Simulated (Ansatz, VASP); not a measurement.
Two plane-wave programs on Bi

Contents of INCAR:

```
PREC = Accurate ; ENCUT = 600
EDIFF = 1E-6 ; ISMEAR = 0
SIGMA = 0.1 ; LREAL = F
LASPH = T ; NELM = 100
ALGO = Fast ; ISIF = 3
LWAVE = F ; LCHARG = F
GGA = PE ; IBRION = 2
NSW = 70 ; EDIFFG = -0.005
```

The input KPOINTS:

```
Automatic mesh
0
Gamma
  12 12 12
```

POSCAR

```
Bi
1.0
    2.2673427694      1.3090509583      3.8817322408
   -2.2673427694      1.3090509583      3.8817322408
    0.0000000000     -2.6181019165      3.8817322408
Bi
2
Direct
    0.2371283440      0.2371283440      0.2371283440
    0.7628716560      0.7628716560      0.7628716560
```

Input for Ansatz:

```yaml
crystal:
  lattice:
    - [2.2673427694, 1.3090509583, 3.8817322408]
    - [-2.2673427694, 1.3090509583, 3.8817322408]
    - [0.0, -2.6181019165, 3.8817322408]
  atoms:
    - { symbol: Bi, position: [0.237128344, 0.237128344, 0.237128344] }
    - { symbol: Bi, position: [0.762871656, 0.762871656, 0.762871656] }
basis:
  ecutwfc: 420
kpoints:
  mp_grid: { grid: [12, 12, 12] }
hamiltonian:
  xc: pbe
scf:
  occupations: { method: gaussian, width: 0.1 }
output:
  forces: true
  stress: true
  eigenvalues: true
relax:
  adjacent_minimum: "off"
  f_tol: 0.005
  max_steps: 50
  cell: { stress_tol: 0.05 }
```

Alike in both runs: task relaxation of cell and atoms; functional PBE; k mesh 12 × 12 × 12; occupations gaussian, width 0.1 eV; no spin polarisation.

|  | VASP | Ansatz |
| --- | --- | --- |
| version | VASP 6.6.1 | Ansatz 0.2.0 |
| potentials or method | VASP PAW PBE potentials, release 64 (Bi_d), cutoff 600 eV | scalar-relativistic, plane waves, PAW |
| valence electrons in the cell | 30 | 30 |

```csv
,VASP,Ansatz,Ansatz less VASP
"gap on the k mesh at the Fermi level, each at its own relaxed structure (eV)",none,none,-
relaxed volume (Å³/atom),36.83,36.88,+0.053
relaxed cell length with the largest relative difference (Å),4.838,4.843,+0.0049
```

A gap of «none» marks a metal or a gap that the smearing closes.

Neither program's run includes spin-orbit coupling.
